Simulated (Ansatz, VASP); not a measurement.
## One calculation of YPtS2, two programs

```
Y Pt S
1.0
     3.72227    0.00000    0.00000
    -1.86114    3.22358    0.00000
     0.00000    0.00000    6.50017
Y Pt S
1 1 2
Direct
  0.00000 0.00000 0.50000
  0.00000 0.00000 0.00000
  0.33333 0.66667 0.24042
  0.33333 0.66667 0.75958
```

Alike in both runs: functional PBE; k mesh 6 × 6 × 4; occupations gaussian, width 0.1 eV; no spin polarisation.

Ansatz relaxed the structure, and its values are those at the end. VASP's run is a single point on that final structure, the one shown.

```csv
,VASP,Ansatz
version,VASP 6.6.1,Ansatz 0.2.0
potentials or method,"VASP PAW PBE potentials, release 64 (Y_sv, Pt, S), cutoff 520 eV","scalar-relativistic, plane waves, PAW"
valence electrons in the cell,33,41
```

Ansatz gave:

| Property | Result |
| --- | --- |
| gap on the k mesh at the Fermi level (eV) | none |
| pressure (GPa) | 0.0 |

Q: Which values does VASP return?

A: gap on the k mesh at the Fermi level (eV): none; pressure (GPa): -0.1.

A gap of «none» marks a metal or a gap that the smearing closes. VASP's potentials hold 33 valence electrons a cell and Ansatz's 41, so a difference there can come from the potentials and not from the codes.

Spin-orbit coupling is off throughout.
